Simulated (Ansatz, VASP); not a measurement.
## C in VASP and in Ansatz

```
C
1.0
     2.51292    0.00000    0.00000
     0.00000    2.51292    0.00000
     0.00000    0.00000   34.43833
C
15
Direct
  0.00000 0.50000 0.31941
  0.00000 0.00000 0.34521
  0.50000 0.00000 0.37101
  0.50000 0.50000 0.39681
  0.00000 0.50000 0.42260
  0.00000 0.00000 0.44840
  0.50000 0.00000 0.47420
  0.50000 0.50000 0.50000
  0.00000 0.50000 0.52580
  0.00000 0.00000 0.55160
  0.50000 0.00000 0.57740
  0.50000 0.50000 0.60319
  0.00000 0.50000 0.62899
  0.00000 0.00000 0.65479
  0.50000 0.00000 0.68059
```

Alike in both runs: task single point; functional PBEsol; k mesh 11 × 11 × 1; occupations gaussian, width 0.05 eV; no spin polarisation.

```csv
,VASP,Ansatz
version,VASP 6.6.1,Ansatz 0.2.0
potentials or method,"VASP PAW PBE potentials, release 64 (C), cutoff 520 eV","scalar-relativistic, plane waves, PAW"
valence electrons in the cell,60,60
```

Ansatz gave:

| Quantity | Value |
| --- | --- |
| gap on the k mesh at the Fermi level (eV) | none |
| rms of the force components (eV/Å) | 0.705 |

Problem. What did VASP give for the same quantities?

Solution. gap on the k mesh at the Fermi level (eV): none; rms of the force components (eV/Å): 0.698.

VASP's potentials were made for PBE, not for PBEsol. Atom by atom the forces differ by 0.011 eV/Å (rms over components). A gap of «none» marks a metal or a gap that the smearing closes. Ansatz's warnings: xc potential rough in thin density.
